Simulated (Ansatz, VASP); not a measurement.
Two plane-wave programs on Sn

File INCAR:

```
SYSTEM = Sn
PREC = Accurate
ENCUT = 600
EDIFF = 1E-6
ISMEAR = -1
SIGMA = 0.05
LREAL = .False.
LASPH = .True.
NELM = 60
ALGO = Normal
ISIF = 3
LWAVE = .False.
LCHARG = .False.
GGA = PE
IVDW = 13
IBRION = 2
NSW = 60
EDIFFG = -0.01
```

The input KPOINTS:

```
regular mesh
0
Gamma
  7 7 7
  0 0 0
```

Contents of POSCAR:

```
Sn
1.0
    0.0000000000      3.2333428000      3.2333428000
    3.2333428000      0.0000000000      3.2333428000
    3.2333428000      3.2333428000      0.0000000000
Sn
2
Direct
    0.7500000000      0.7500000000      0.7500000000
    0.5000000000      0.5000000000      0.5000000000
```

The input input.yaml:

```yaml
crystal:
  lattice:
    - [0.0, 3.2333428, 3.2333428]
    - [3.2333428, 0.0, 3.2333428]
    - [3.2333428, 3.2333428, 0.0]
  atoms:
    - { symbol: Sn, position: [0.75, 0.75, 0.75] }
    - { symbol: Sn, position: [0.5, 0.5, 0.5] }
hamiltonian:
  xc: pbe
  pseudopotentials: { kind: paw }
  dispersion: d4
kpoints:
  mp_grid: { grid: [7, 7, 7] }
scf:
  occupations: { method: fermi_dirac, width: 0.05 }
output:
  forces: true
  stress: true
  write_density: true
  write_potential: true
  elf: true
  volumetric_format: npy
relax:
  f_tol: 0.01
  max_steps: 40
  cell: { stress_tol: 0.05 }
```

Alike in both runs: task relaxation of cell and atoms; functional PBE; dispersion D4; k mesh 7 × 7 × 7; occupations fermi-dirac, width 0.05 eV; no spin polarisation.

```csv
,VASP,Ansatz
version,VASP 6.6.1,Ansatz 0.2.0
potentials or method,"VASP PAW PBE potentials, release 64 (Sn_d)",Ansatz PAW
plane-wave cutoff (eV),600,420
valence electrons in the cell,28,28
```

Ansatz gave:

- gap on the k mesh at the Fermi level, each at its own relaxed structure (eV): none
- relaxed volume (Å³/atom): 35.38
- relaxed length of the cell vector where the two differ most in proportion (Å): 4.643

Q: Estimate VASP's values.

A: gap on the k mesh at the Fermi level, each at its own relaxed structure (eV): none; relaxed volume (Å³/atom): 35.35; relaxed length of the cell vector where the two differ most in proportion (Å): 4.641.

A gap of «none» marks a metal or a gap that the smearing closes.

Noted on Ansatz's run: the plane-wave basis is chosen anew once the cell has moved, so the energies of steps on either side of that aren't comparable.
